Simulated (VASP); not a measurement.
# RbCl (Fm-3m) in VASP: G0W0 quasiparticle levels with PBE

Aim: the G0W0 quasiparticle levels of RbCl with PBE.

All numbers are computed with VASP 6.6.1; they aren't measurements. Logs are shortened: lines on timing, memory, paths and dates and some standing lists are left out, and cuts for length are marked.

## Step 1: The cell of the first run

Symmetry: Fm-3m, No. 225, cubic system. The conventional cell has a = 6.612 Å, b = 6.612 Å, c = 6.612 Å, α = 90.00°, β = 90.00°, γ = 90.00°. Within 4.3 Å of Rb (site symmetry m-3m) lie 6 Cl at 3.31 Å. Cl (site symmetry m-3m) has 6 Rb at 3.31 Å within 4.3 Å.

## Step 2: G0W0 quasiparticle levels, PBE

Input file POSCAR:

```
RbCl
1.0
    0.0000000000      3.3058242643      3.3058242643
    3.3058242643      0.0000000000      3.3058242643
    3.3058242643      3.3058242643      0.0000000000
Rb Cl
1 1
Direct
    0.0000000000      0.0000000000      0.0000000000
    0.5000000000      0.5000000000      0.5000000000
```

Input file INCAR.step1:

```
SYSTEM = RbCl
PREC = Accurate ; ENCUT = 500
EDIFF = 1E-8 ; ISMEAR = 0
SIGMA = 0.01 ; LREAL = .FALSE.
LASPH = .TRUE. ; NELM = 80
ALGO = Normal ; LWAVE = .TRUE.
LCHARG = .FALSE. ; GGA = PE
```

Input file INCAR.step2:

```
SYSTEM = RbCl
PREC = Accurate ; ENCUT = 500
EDIFF = 1E-8 ; ISMEAR = 0
SIGMA = 0.01 ; LREAL = .FALSE.
LASPH = .TRUE. ; NELM = 1
ALGO = Exact ; LWAVE = .TRUE.
LCHARG = .FALSE. ; GGA = PE
NBANDS = 223 ; LOPTICS = .TRUE.
ISTART = 1
```

Input file INCAR.step3:

```
SYSTEM = RbCl
PREC = Accurate ; ENCUT = 500
EDIFF = 1E-8 ; ISMEAR = 0
SIGMA = 0.01 ; LREAL = .FALSE.
LASPH = .TRUE. ; ALGO = EVGW0
LWAVE = .FALSE. ; LCHARG = .FALSE.
GGA = PE ; NELMGW = 1
NBANDS = 223 ; ENCUTGW = 120.0
NOMEGA = 96 ; PRECFOCK = Fast
ISTART = 1 ; NBANDSGW = 16
OMEGAMAX = 20
```

Input file KPOINTS:

```
Automatic mesh
0
G
  4 4 4
  0 0 0
```

Potentials or basis: VASP PAW PBE potentials, release 64 (Rb_sv_GW, Cl_GW).

Command:

```console
> cat potpaw_PBE.64/Rb_sv_GW/POTCAR potpaw_PBE.64/Cl_GW/POTCAR > POTCAR
> cp INCAR.step1 INCAR
> mpirun -np 1 vasp_std > vasp.out
> cp INCAR.step2 INCAR
> mpirun -np 1 vasp_std > vasp.out
> cp INCAR.step3 INCAR
> mpirun -np 1 vasp_std > vasp.out
```

OUTCAR:

```text
SYSTEM = RbCl
   PREC = Accurate
   ENCUT = 500
   EDIFF = 1E-8
   ISMEAR = 0
   LREAL = .FALSE.
   LASPH = .TRUE.
   GGA = PE
   NELMGW = 1
   ENCUTGW = 120.0
   PRECFOCK = Fast
   ISTART = 1

 ion  position               nearest neighbor table
   1  0.000  0.000  0.000-
   2  0.500  0.500  0.500-

  LATTYP: Found a face centered cubic cell.
 ALAT       =     6.6116485286

  Lattice vectors:

 A1 = (   0.0000000000,   3.3058242643,   3.3058242643)
 A2 = (   3.3058242643,   0.0000000000,   3.3058242643)
 A3 = (   3.3058242643,   3.3058242643,   0.0000000000)

Analysis of symmetry for initial positions (statically):
=====================================================================
 Subroutine PRICEL returns:
 Original cell was already a primitive cell.

 Routine SETGRP: Setting up the symmetry group for a
 face centered cubic supercell.

 Subroutine GETGRP returns: Found 48 space group operations
 (whereof 48 operations were pure point group operations)
 out of a pool of 48 trial point group operations.

The static configuration has the point symmetry O_h .

Analysis of symmetry for dynamics (positions and initial velocities):
=====================================================================
 Subroutine PRICEL returns:
 Original cell was already a primitive cell.

 Routine SETGRP: Setting up the symmetry group for a
 face centered cubic supercell.

 Subroutine GETGRP returns: Found 48 space group operations
 (whereof 48 operations were pure point group operations)
 out of a pool of 48 trial point group operations.

The dynamic configuration has the point symmetry O_h .

 Subroutine INISYM returns: Found 48 space group operations
 (whereof 48 operations are pure point group operations),
 and found     1 'primitive' translations

----------------------------------------------------------------------------------------

                                     Primitive cell

  volume of cell :      72.2552

  direct lattice vectors                    reciprocal lattice vectors
     0.000000000  3.305824264  3.305824264    -0.151248209  0.151248209  0.151248209
     3.305824264  0.000000000  3.305824264     0.151248209 -0.151248209  0.151248209
     3.305824264  3.305824264  0.000000000     0.151248209  0.151248209 -0.151248209

  length of vectors
     4.675141509  4.675141509  4.675141509     0.261969583  0.261969583  0.261969583

  position of ions in fractional coordinates (direct lattice)
     0.000000000  0.000000000  0.000000000
     0.500000000  0.500000000  0.500000000

  ion indices of the primitive-cell ions
   primitive index   ion index
                 1           1
                 2           2

----------------------------------------------------------------------------------------

 KPOINTS: Automatic mesh

Automatic generation of k-mesh.
 Grid dimensions read from file:
 generate k-points for:    4    4    4

 Generating k-lattice:

  Cartesian coordinates                     Fractional coordinates (reciprocal lattice)
    -0.037812052  0.037812052  0.037812052     0.250000000  0.000000000  0.000000000
     0.037812052 -0.037812052  0.037812052     0.000000000  0.250000000  0.000000000
     0.037812052  0.037812052 -0.037812052     0.000000000  0.000000000  0.250000000

  Length of vectors
     0.065492396  0.065492396  0.065492396

  Shift w.r.t. Gamma in fractional coordinates (k-lattice)
     0.000000000  0.000000000  0.000000000

 Subroutine IBZKPT returns following result:
 ===========================================

 Found      8 irreducible k-points:

 Following reciprocal coordinates:
            Coordinates               Weight
  0.000000  0.000000  0.000000      1.000000
  0.250000  0.000000  0.000000      8.000000
  0.500000  0.000000  0.000000      4.000000
  0.250000  0.250000  0.000000      6.000000
  0.500000  0.250000  0.000000     24.000000
 -0.250000  0.250000  0.000000     12.000000
  0.500000  0.500000  0.000000      3.000000
 -0.250000  0.500000  0.250000      6.000000
   k-points           NKPTS =      8   k-points in BZ     NKDIM =     64   number of bands    NBANDS=    223
   number of dos      NEDOS =    301   number of ions     NIONS =      2
   total plane-waves  NPLWV =  46656
   dimension x,y,z NGX =    36 NGY =   36 NGZ =   36
   dimension x,y,z NGXF=    72 NGYF=   72 NGZF=   72
   ions per type =               1   1
   NGX,Y,Z   is equivalent  to a cutoff of  12.80, 12.80, 12.80 a.u.
   NGXF,Y,Z  is equivalent  to a cutoff of  25.60, 25.60, 25.60 a.u.
 SYSTEM =  RbCl
   PREC   = accura    normal or accurate (medium, high low for compatibility)
   ISTART =      1    job   : 0-new  1-cont  2-samecut
   ICHARG =      0    charge: 1-file 2-atom 10-const
   ISPIN  =      1    spin polarized calculation?
   LNONCOLLINEAR =      F non collinear calculations
   LSORBIT =      F    spin-orbit coupling
   LASPH  =      T    aspherical Exc in radial PAW
   ENCUT  =  500.0 eV  36.75 Ry    6.06 a.u.   8.52  8.52  8.52*2*pi/ulx,y,z
   NELM   =     60;   NELMIN=  2; NELMDL=  0     # of ELM steps
   EDIFF  = 0.1E-07   stopping-criterion for ELM
   LREAL  =      F    real-space projection
   EDIFFG = 0.1E-06   stopping-criterion for IOM
   NSW    =      0    number of steps for IOM
   IBRION =     -1    ionic relax: 0-MD 1-quasi-New 2-CG
   NFREE  =      0    steps in history (QN), initial steepest desc. (CG)
   ISIF   =      0    stress and relaxation
   ISYM   =      3    0-nonsym 1-usesym 2-fastsym
   POTIM  = 0.5000    time-step for ionic-motion
   TEBEG  =    0.0;   TEEND  =   0.0 temperature during run
   PSTRESS=    0.0 pullay stress
   NELECT =      16.0000    total number of electrons
   NUPDOWN=      -1.0000    fix difference up-down
   EMIN   =  10.00;   EMAX   =-10.00  energy-range for DOS
   EFERMI =   0.00;   METHOD = LEGACY
   ISMEAR =     0;   SIGMA  =   0.01  broadening in eV -4-tet -1-fermi 0-gaus
   EFERMI_NEDOS =   21; number of points for ismear=-14 and -15
   IALGO  =     38    algorithm
   IMIX   =      4    mixing-type and parameters
     AMIX     =   0.40;   BMIX     =  1.00
     AMIX_MAG =   1.60;   BMIX_MAG =  1.00
  volume/ion in A,a.u.               =      36.13       243.80
  Fermi-wavevector in a.u.,A,eV,Ry     =   0.990433  1.871647 13.346735  0.980957
  Thomas-Fermi vector in A             =   2.122103
   LORBIT       =      0    0 simple, 1 ext, 2 COOP (PROOUT), +10 PAW based schemes
   GGA     = PE    functional components
   LHFCALC =     T    Hartree Fock is set to
   PRECFOCK=fast      Normal, Fast or Accurate (Low or Medium for compatibility)
   ENCUT4O =  -1.0   cutoff for four orbital integrals eV
   NKREDX  =     1    reduce k-point grid by
   NKREDY  =     1    reduce k-point grid by
   NKREDZ  =     1    reduce k-point grid by
   AEXX    =    1.0000 exact exchange contribution
   HFSCREEN=    0.0000 screening length (either q_TF or 0.3 A-1)
   HFSCREENC=   0.0000 screening length for correlation (either q_TF or 0.3 A-1)
   ENCUTFOCK=  -1.0 apply spherical cutoff to Coloumb kernel
   IVDW    =     0    specifies the selected vdW correction
   LEPSILON=     F    determine dielectric tensor
   LRPA    =     F    only Hartree local field effects (RPA)
   LRPAFORCE           =     F    calculate RPA forces
   ENCUTGW             = 120.0    cutoff for response function in eV
   ENCUTGWSOFT         =  96.0    soft cutoff for Coulomb kernel in GW response function in eV
   ENCUTLF             =  -1.0    cutoff for local field effects
   NELMGW              =     1    number of iterations in solving QP/BSE equation
   NELMHF              =     1    number of iterations in the inner HF iteration
   NKREDLFX            =     1    NKREDLFY  =   1   NKREDLFZ  =   1
 non-spin polarized calculation
 Gauss-broadening in eV      SIGMA  =   0.01
  energy-cutoff  :      500.00
  volume of cell :       72.26
 maximum number of plane-waves:      1856
 NGX is ok and might be reduce to    36
  NGX = 20; NGY = 20; NGZ = 20
   NGX = 17   NGY = 17   NGZ = 17
 maximum number of plane-waves:       228
 NGX is ok and might be reduce to    18

 QP shifts <psi_nk| G(iteration)W_0 |psi_nk>: iteration 1
 for sc-GW calculations column KS-energies equals QP-energies in previous step
 and V_xc(KS)=  KS-energies - (<T + V_ion + V_H > + <T+V_H+V_ion>^1  + <V_x>^1)

 k-point   1 :       0.0000    0.0000    0.0000
  band No.  KS-energies  QP-energies   sigma(KS)   V_xc(KS)     V^pw_x(r,r')   Z            occupation Imag(sigma)

      1     -25.2994     -27.1401     -18.9009     -16.4753     -26.9178       0.7589       2.0000       0.9079
      2     -13.3278     -14.8014     -17.2633     -15.2336     -24.3699       0.7260       2.0000       1.1151
      3      -9.3451     -12.2072     -18.6467     -15.1729     -20.9034       0.8239       2.0000       0.0503
      4      -9.3451     -12.2072     -18.6467     -15.1729     -20.9034       0.8239       2.0000       0.0503
      5      -9.3451     -12.2072     -18.6467     -15.1729     -20.9034       0.8239       2.0000       0.0503
      6      -1.3416      -3.3290     -16.5431     -14.0456     -18.4998       0.7958       2.0000       0.0408
[... 8 lines left out ...]
     15      10.6794      10.8334      -3.8810      -4.0684      -0.6491       0.8215       0.0000      -0.0967
     16      15.3210      17.5857      -9.3269     -12.0652      -5.2602       0.8270       0.0000      -0.1496

 k-point   2 :       0.2500    0.0000    0.0000
  band No.  KS-energies  QP-energies   sigma(KS)   V_xc(KS)     V^pw_x(r,r')   Z            occupation Imag(sigma)

      1     -25.2920     -27.1333     -18.9091     -16.4870     -26.9253       0.7602       2.0000       0.9049
      2     -13.3571     -14.8573     -17.2596     -15.1888     -24.3090       0.7244       2.0000       1.0989
      3      -9.3511     -12.2147     -18.6348     -15.1603     -20.8832       0.8241       2.0000       0.0474
      4      -9.3511     -12.2147     -18.6348     -15.1603     -20.8832       0.8241       2.0000       0.0474
      5      -9.3334     -12.1617     -18.6215     -15.1851     -20.9143       0.8231       2.0000       0.0539
      6      -1.8079      -3.8627     -15.6923     -13.0989     -17.6214       0.7923       2.0000       0.0420
[... 8 lines left out ...]
     15      12.2076      13.5329      -6.7864      -8.3892      -3.2283       0.8269       0.0000      -0.1069
     16      13.0443      13.5390      -4.9528      -5.5406      -1.4356       0.8417       0.0000      -0.2226

 k-point   3 :       0.5000    0.0000    0.0000
  band No.  KS-energies  QP-energies   sigma(KS)   V_xc(KS)     V^pw_x(r,r')   Z            occupation Imag(sigma)

      1     -25.2846     -27.1270     -18.9172     -16.4986     -26.9329       0.7617       2.0000       0.9017
      2     -13.3861     -14.9103     -17.2558     -15.1450     -24.2491       0.7221       2.0000       1.0818
      3      -9.3571     -12.2175     -18.6235     -15.1481     -20.8634       0.8230       2.0000       0.0444
      4      -9.3571     -12.2175     -18.6235     -15.1481     -20.8634       0.8230       2.0000       0.0444
      5      -9.3223     -12.1208     -18.5957     -15.1961     -20.9245       0.8232       2.0000       0.0576
      6      -2.1806      -4.2980     -15.2131     -12.5261     -17.1723       0.7880       2.0000       0.0437
[... 74 lines left out ...]
      1     -25.2804     -27.1270     -18.9223     -16.5048     -26.9372       0.7638       2.0000       0.9053
      2     -13.2812     -14.7825     -17.3330     -15.3150     -24.4320       0.7439       2.0000       1.1235
      3      -9.5888     -12.4678     -18.2386     -14.7239     -20.5561       0.8191       2.0000       0.0779
      4      -9.4408     -12.3022     -18.4965     -15.0063     -20.7775       0.8198       2.0000       0.0604
      5      -9.4408     -12.3022     -18.4965     -15.0063     -20.7775       0.8198       2.0000       0.0604
      6      -1.6611      -3.7214     -16.1611     -13.5721     -18.1158       0.7958       2.0000       0.0410
[... 8 lines left out ...]
     15      10.3145      12.1437      -7.7750      -9.9519      -4.3465       0.8403       0.0000      -0.0592
     16      12.0292      12.8713      -6.5185      -7.5679      -2.8183       0.8024       0.0000      -0.1411

 k-point   8 :      -0.2500    0.5000    0.2500
  band No.  KS-energies  QP-energies   sigma(KS)   V_xc(KS)     V^pw_x(r,r')   Z            occupation Imag(sigma)

      1     -25.2803     -27.1278     -18.9224     -16.5054     -26.9375       0.7644       2.0000       0.9039
      2     -13.3122     -14.8327     -17.3148     -15.2654     -24.3762       0.7420       2.0000       1.1105
      3      -9.5150     -12.3734     -18.3648     -14.8628     -20.6632       0.8162       2.0000       0.0689
      4      -9.5150     -12.3734     -18.3648     -14.8628     -20.6632       0.8162       2.0000       0.0689
      5      -9.3348     -12.1726     -18.6365     -15.1872     -20.9062       0.8227       2.0000       0.0484
      6      -1.7688      -3.8260     -15.9496     -13.3527     -17.9261       0.7922       2.0000       0.0427
[... 8 lines left out ...]
     15      10.8099      12.2450      -7.5177      -9.2407      -4.0982       0.8329       0.0000      -0.0612
     16      11.2359      12.3873      -6.7832      -8.1849      -3.2558       0.8214       0.0000      -0.0921
```

Wall time 11 min (1 thread of AMD EPYC 7R43 (Zen 3), shared host); peak memory 0.95 GiB.

Results:

- Quasiparticle gap: 7.61 eV
- Least direct quasiparticle gap: 7.61 eV
- Band gap of the starting levels on the mesh: 4.96 eV
- Least direct gap of the starting levels on the mesh: 4.96 eV

Caveat: the k points lie up to 0.41 Å⁻¹ apart; bands, screening cutoff and mesh are small and nothing is extrapolated, so the quasiparticle values aren't converged.
